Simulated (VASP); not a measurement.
# C (Fddd) in VASP: single point with LDA

Aim: the single point of C with LDA.

Program: VASP 6.6.1. These are calculated values, not measurements. Logs are shortened: lines on timing, memory, paths and dates and some standing lists are left out, and cuts for length are marked.

## Step 1: The cell of the first run

It takes space group Fddd (No. 70, orthorhombic). The conventional cell has a = 3.165 Å, b = 3.470 Å, c = 3.960 Å, α = 90.00°, β = 90.00°, γ = 90.00°. C (site symmetry 222) has 4 C at 1.54 Å within 2.0 Å.

## Step 2: Single point, LDA

INCAR

```
SYSTEM = C
PREC     = Accurate       ! precision mode
ENCUT    = 1300           ! plane-wave cutoff, eV
EDIFF    = 1E-6           ! SCF threshold, eV
ISMEAR   = 0              ! smearing method
SIGMA    = 0.05           ! smearing width, eV
LREAL    = .FALSE.        ! projectors in reciprocal space
LASPH    = .TRUE.         ! aspherical terms in the spheres
NELM     = 120            ! most SCF steps
ALGO     = Normal         ! electronic algorithm
ISIF     = 2              ! what is computed and relaxed
LWAVE    = .FALSE.        ! write WAVECAR
LCHARG   = .TRUE.         ! write CHGCAR
GGA      = CA             ! functional
LELF     = .TRUE.         ! ELF
LVHAR    = .TRUE.       
NBANDS   = 11             ! bands
GGA_COMPAT= .FALSE.
```

KPOINTS

```
Automatic mesh
0
G
  12 12 12
  0 0 0
```

POSCAR

```
C
1.0
    0.0000000000      1.9798697320      1.7348691297
    1.5825714580      0.0000000000      1.7348691297
    1.5825714580      1.9798697320      0.0000000000
C
2
Direct
    0.5000000000      0.5000000000      0.5000000000
    0.7500000000      0.7500000000      0.7500000000
```

Potentials or basis: VASP PAW LDA potentials, release 64 (C_h).

On the command line:

```bash
> cat potpaw_LDA.64/C_h/POTCAR > POTCAR
> mpirun -np 1 vasp_std > vasp.out
```

OUTCAR:

```text
SYSTEM = C
   PREC = Accurate
   ENCUT = 1300
   EDIFF = 1E-6
   ISMEAR = 0
   LREAL = .FALSE.
   LASPH = .TRUE.
   NELM = 120
   ISIF = 2
   GGA = CA

 ion  position               nearest neighbor table
   1  0.500  0.500  0.500-
   2  0.750  0.750  0.750-

  LATTYP: Found a face centered orthorhombic cell.
 ALAT       =     3.1651429160
 B/A-ratio  =     1.0962343096
 C/A-ratio  =     1.2510460251

  Lattice vectors:

 A1 = (   0.0000000000,   1.9798697320,  -1.7348691297)
 A2 = (   1.5825714580,   1.9798697320,   0.0000000000)
 A3 = (   1.5825714580,   0.0000000000,  -1.7348691297)

Analysis of symmetry for initial positions (statically):
=====================================================================
 Subroutine PRICEL returns:
 Original cell was already a primitive cell.

 Routine SETGRP: Setting up the symmetry group for a
 face centered orthorhombic supercell.

 Subroutine GETGRP returns: Found  8 space group operations
 (whereof  4 operations were pure point group operations)
 out of a pool of  8 trial point group operations.

The static configuration has the point symmetry D_2 .
 The point group associated with its full space group is D_2h.

Analysis of symmetry for dynamics (positions and initial velocities):
=====================================================================
 Subroutine PRICEL returns:
 Original cell was already a primitive cell.

 Routine SETGRP: Setting up the symmetry group for a
 face centered orthorhombic supercell.

 Subroutine GETGRP returns: Found  8 space group operations
 (whereof  4 operations were pure point group operations)
 out of a pool of  8 trial point group operations.

The dynamic configuration has the point symmetry D_2 .
 The point group associated with its full space group is D_2h.

 Subroutine INISYM returns: Found  8 space group operations
 (whereof  4 operations are pure point group operations),
 and found     1 'primitive' translations

----------------------------------------------------------------------------------------

                                     Primitive cell

  volume of cell :      10.8717

  direct lattice vectors                    reciprocal lattice vectors
     0.000000000  1.979869732  1.734869130    -0.315941500  0.252541868  0.288206177
     1.582571458  0.000000000  1.734869130     0.315941500 -0.252541868  0.288206177
     1.582571458  1.979869732  0.000000000     0.315941500  0.252541868 -0.288206177

  length of vectors
     2.632423798  2.348255377  2.534643284     0.496647991  0.496647991  0.496647991

  position of ions in fractional coordinates (direct lattice)
     0.500000000  0.500000000  0.500000000
     0.750000000  0.750000000  0.750000000

  ion indices of the primitive-cell ions
   primitive index   ion index
                 1           1
                 2           2

----------------------------------------------------------------------------------------

 KPOINTS: Automatic mesh

Automatic generation of k-mesh.
 Grid dimensions read from file:
 generate k-points for:   12   12   12

 Generating k-lattice:

  Cartesian coordinates                     Fractional coordinates (reciprocal lattice)
    -0.026328458  0.021045156  0.024017181     0.083333333  0.000000000  0.000000000
     0.026328458 -0.021045156  0.024017181     0.000000000  0.083333333  0.000000000
     0.026328458  0.021045156 -0.024017181     0.000000000  0.000000000  0.083333333

  Length of vectors
     0.041387333  0.041387333  0.041387333

  Shift w.r.t. Gamma in fractional coordinates (k-lattice)
     0.000000000  0.000000000  0.000000000

 Subroutine IBZKPT returns following result:
 ===========================================

 Found    280 irreducible k-points:

 Following reciprocal coordinates:
            Coordinates               Weight
  0.000000  0.000000  0.000000      1.000000
  0.083333  0.000000 -0.000000      8.000000
  0.166667  0.000000  0.000000      8.000000
  0.250000  0.000000  0.000000      8.000000
  0.333333  0.000000  0.000000      8.000000
  0.416667  0.000000 -0.000000      8.000000
[... 16 lines left out ...]
  0.500000  0.166667  0.000000      8.000000
 -0.416667  0.166667  0.000000      8.000000
 [... further k-points ...]
   k-points           NKPTS =    280   k-points in BZ     NKDIM =    280   number of bands    NBANDS=     11
   number of dos      NEDOS =    301   number of ions     NIONS =      2
   total plane-waves  NPLWV =  26880
   dimension x,y,z NGX =    32 NGY =   28 NGZ =   30
   dimension x,y,z NGXF=    64 NGYF=   56 NGZF=   60
   ions per type =               2
   NGX,Y,Z   is equivalent  to a cutoff of  20.21, 19.82, 19.68 a.u.
   NGXF,Y,Z  is equivalent  to a cutoff of  40.42, 39.65, 39.35 a.u.
 SYSTEM =  C
   PREC   = accura    normal or accurate (medium, high low for compatibility)
   ISTART =      0    job   : 0-new  1-cont  2-samecut
   ICHARG =      2    charge: 1-file 2-atom 10-const
   ISPIN  =      1    spin polarized calculation?
   LNONCOLLINEAR =      F non collinear calculations
   LSORBIT =      F    spin-orbit coupling
   LASPH  =      T    aspherical Exc in radial PAW
   ENCUT  = 1300.0 eV  95.55 Ry    9.77 a.u.   7.74  6.90  7.45*2*pi/ulx,y,z
   NELM   =    120;   NELMIN=  2; NELMDL= -5     # of ELM steps
   EDIFF  = 0.1E-05   stopping-criterion for ELM
   LREAL  =      F    real-space projection
   EDIFFG = 0.1E-04   stopping-criterion for IOM
   NSW    =      0    number of steps for IOM
   IBRION =     -1    ionic relax: 0-MD 1-quasi-New 2-CG
   NFREE  =      0    steps in history (QN), initial steepest desc. (CG)
   ISIF   =      2    stress and relaxation
   ISYM   =      2    0-nonsym 1-usesym 2-fastsym
   POTIM  = 0.5000    time-step for ionic-motion
   TEBEG  =    0.0;   TEEND  =   0.0 temperature during run
   PSTRESS=    0.0 pullay stress
   NELECT =       8.0000    total number of electrons
   NUPDOWN=      -1.0000    fix difference up-down
   EMIN   =  10.00;   EMAX   =-10.00  energy-range for DOS
   EFERMI =   0.00;   METHOD = LEGACY
   ISMEAR =     0;   SIGMA  =   0.05  broadening in eV -4-tet -1-fermi 0-gaus
   EFERMI_NEDOS =   21; number of points for ismear=-14 and -15
   IALGO  =     38    algorithm
   IMIX   =      4    mixing-type and parameters
     AMIX     =   0.40;   BMIX     =  1.00
     AMIX_MAG =   1.60;   BMIX_MAG =  1.00
  volume/ion in A,a.u.               =       5.44        36.68
  Fermi-wavevector in a.u.,A,eV,Ry     =   1.477994  2.793003 29.721459  2.184466
  Thomas-Fermi vector in A             =   2.592329
   LORBIT       =      0    0 simple, 1 ext, 2 COOP (PROOUT), +10 PAW based schemes
   GGA     = CA    functional components
   LHFCALC =     F    Hartree Fock is set to
   AEXX    =    0.0000 exact exchange contribution
   IVDW    =     0    specifies the selected vdW correction
   LEPSILON=     F    determine dielectric tensor
   LRPA    =     F    only Hartree local field effects (RPA)
 non-spin polarized calculation
 Gauss-broadening in eV      SIGMA  =   0.05
  energy-cutoff  :     1300.00
  volume of cell :       10.87
 maximum number of plane-waves:      1180
   NGX = 15   NGY = 13   NGZ = 15

 number of electron       8.0000000 magnetization

 Free energy of the ion-electron system (eV)
  ---------------------------------------------------
  ext. energy  EPLUGINS =         0.00000000
  ---------------------------------------------------
  free energy    TOTEN  =       -19.40204909 eV

  energy without entropy =      -19.40204909  energy(sigma->0) =      -19.40204909

 E-fermi :  13.3005     XC(G=0): -13.8987

 val. band max:       13.1404268655   @ k =   0.0000   0.0000   0.0000
 cond. band min:      13.4658013481   @ k =   0.0000   0.4167   0.4167
 fundamental gap:      0.3253744826
 Fermi energy:        13.3004839693

 k-point     1 :       0.0000    0.0000    0.0000
  band No.  band energies     occupation
      1     -10.2916      2.00000
      2       9.4585      2.00000
      3      12.2475      2.00000
      4      13.1404      1.99999
      5      16.3523      0.00000
      6      17.4811      0.00000
      7      19.0935      0.00000
      8      25.0481      0.00000
      9      31.6184      0.00000
     10      32.6970      0.00000
     11      34.3947      0.00000

 k-point     2 :       0.0833    0.0000   -0.0000
  band No.  band energies     occupation
      1     -10.0897      2.00000
      2       8.9917      2.00000
      3      11.4228      2.00000
      4      12.5950      2.00000
      5      16.6312      0.00000
      6      17.8473      0.00000
      7      19.8298      0.00000
      8      25.1903      0.00000
      9      31.6297      0.00000
     10      32.0130      0.00000
     11      36.4188      0.00000

 k-point     3 :       0.1667    0.0000    0.0000
  band No.  band energies     occupation
      1      -9.4859      2.00000
      2       7.4792      2.00000
      3       9.7032      2.00000
      4      11.9150      2.00000
      5      17.0047      0.00000
      6      18.6280      0.00000
      7      21.2240      0.00000
      8      25.6463      0.00000
      9      31.0857      0.00000
     10      32.8840      0.00000
     11      36.3174      0.00000

 k-point     4 :       0.2500    0.0000    0.0000
  band No.  band energies     occupation
      1      -8.4875      2.00000
      2       4.9705      2.00000
      3       8.4485      2.00000
      4      11.3461      2.00000
      5      17.0704      0.00000
      6      19.4947      0.00000
      7      22.4477      0.00000
      8      26.3683      0.00000
      9      31.2666      0.00000
     10      34.1101      0.00000
     11      35.6397      0.00000

 k-point     5 :       0.3333    0.0000    0.0000
  band No.  band energies     occupation
      1      -7.1117      2.00000
      2       2.1895      2.00000
      3       7.6121      2.00000
      4      10.9345      2.00000
      5      16.9240      0.00000
      6      20.1130      0.00000
      7      23.3373      0.00000
      8      27.1027      0.00000
      9      31.7625      0.00000
     10      35.6709      0.00000
     11      35.9513      0.00000
[... 211 lines left out ...]
 k-point    21 :       0.3333    0.1667    0.0000
  band No.  band energies     occupation
      1      -7.3437      2.00000
      2       4.4177      2.00000
      3       7.0749      2.00000
      4       9.1336      2.00000
      5      17.5035      0.00000
      6      19.3870      0.00000
      7      23.4186      0.00000
      8      25.7352      0.00000
      9      31.7386      0.00000
     10      33.1675      0.00000
     11      37.6587      0.00000

 k-point    22 :       0.4167    0.1667   -0.0000
  band No.  band energies     occupation
      1      -5.8600      2.00000
      2       1.7863      2.00000
      3       6.4050      2.00000
      4       8.5751      2.00000
      5      17.8369      0.00000
      6      19.8050      0.00000
      7      24.4129      0.00000
      8      26.1591      0.00000
      9      32.3068      0.00000
     10      32.9968      0.00000
     11      39.4822      0.00000

 k-point    23 :       0.5000    0.1667    0.0000
  band No.  band energies     occupation
      1      -4.1349      2.00000
      2      -0.6046      2.00000
      3       5.9294      2.00000
      4       8.2275      2.00000
      5      17.9641      0.00000
      6      20.1158      0.00000
      7      26.0325      0.00000
      8      26.1245      0.00000
      9      31.2515      0.00000
     10      34.4518      0.00000
     11      40.5598      0.00000

 k-point    24 :      -0.4167    0.1667    0.0000
  band No.  band energies     occupation
      1      -3.6742      2.00000
      2      -1.1539      2.00000
      3       5.6659      2.00000
      4       8.1814      2.00000
      5      18.0855      0.00000
      6      20.3812      0.00000
      7      25.6640      0.00000
      8      27.0810      0.00000
      9      30.9685      0.00000
     10      35.5487      0.00000
     11      38.6136      0.00000

 [... further k-points ...]

------------------------ aborting loop because EDIFF is reached ----------------------------------------

  FORCE on cell =-STRESS in cart. coord.  units (eV):
  Direction    XX          YY          ZZ          XY          YZ          ZX
  --------------------------------------------------------------------------------------
  -------------------------------------------------------------------------------------
  Total        6.8512471     -8.2830143      3.0493574      0.0000000      0.0000000      0.0000000
  in kB     1009.6795322  -1220.6814178    449.3888034      0.0000000      0.0000000      0.0000000
  external PRESSURE =      79.4623059 kB  Pullay stress =       0.0000000 kB

 VOLUME and BASIS-vectors are now :
 -----------------------------------------------------------------------------
  energy-cutoff  :     1300.00
  volume of cell :       10.87
      direct lattice vectors                 reciprocal lattice vectors
     0.000000000  1.979869732  1.734869130    -0.315941500  0.252541868  0.288206177
     1.582571458  0.000000000  1.734869130     0.315941500 -0.252541868  0.288206177
     1.582571458  1.979869732  0.000000000     0.315941500  0.252541868 -0.288206177

 POSITION                                       TOTAL-FORCE (eV/Angst)
 -----------------------------------------------------------------------------------
      1.58257      1.97987      1.73487        -0.000000     -0.000000     -0.000000
      2.37386      2.96980      2.60230         0.000000      0.000000      0.000000
 -----------------------------------------------------------------------------------
    total drift:                               -0.000000     -0.000000      0.000000

  FREE ENERGIE OF THE ION-ELECTRON SYSTEM (eV)
  ---------------------------------------------------
  free  energy   TOTEN  =       -19.4020490880 eV

  energy  without entropy=      -19.4020490868  energy(sigma->0) =      -19.40204909
```

Wall time 94 s (1 thread of AMD EPYC 7R13 (Zen 3), shared host); peak memory 0.19 GiB.

What came out:

| Item | Value |
| --- | --- |
| Free energy | -19.4020 eV |
| Pressure | 7.9 GPa |
| Band gap on the k mesh | 0.33 eV (least direct gap 3.21 eV) |

Levels at points of the mesh, in eV from the valence-band top:
```
           k point  band 1  band 2  band 3  band 4  band 5  band 6  band 7  band 8  band 9
(0.00, 0.00, 0.00)  -23.43   -3.68   -0.89    0.00    3.21    4.34    5.95   11.91   18.48
(0.50, 0.00, 0.00)  -17.18  -15.27   -6.21   -2.53    3.55    7.32   10.99   14.51   20.09
(0.50, 0.50, 0.00)  -14.15  -14.15   -7.93   -7.93    3.32    3.32   13.54   13.54   20.23
(0.50, 0.00, 0.50)  -16.22  -16.22   -5.99   -5.99    6.34    6.34   14.45   14.45   19.76
(0.00, 0.50, 0.50)  -12.58  -12.58   -9.42   -9.42    0.97    0.97   15.08   15.08   22.27
```

Caveat: the cell differs from its parent crystal (strain +e along x and -e along y -0.1125, strain +e along z and -e/2 along x and y -0.0175); the stress differs along the axes, from -122 to 101 GPa; semilocal functionals underestimate gaps, and a narrow one can read as zero. A k mesh can miss the band edges.
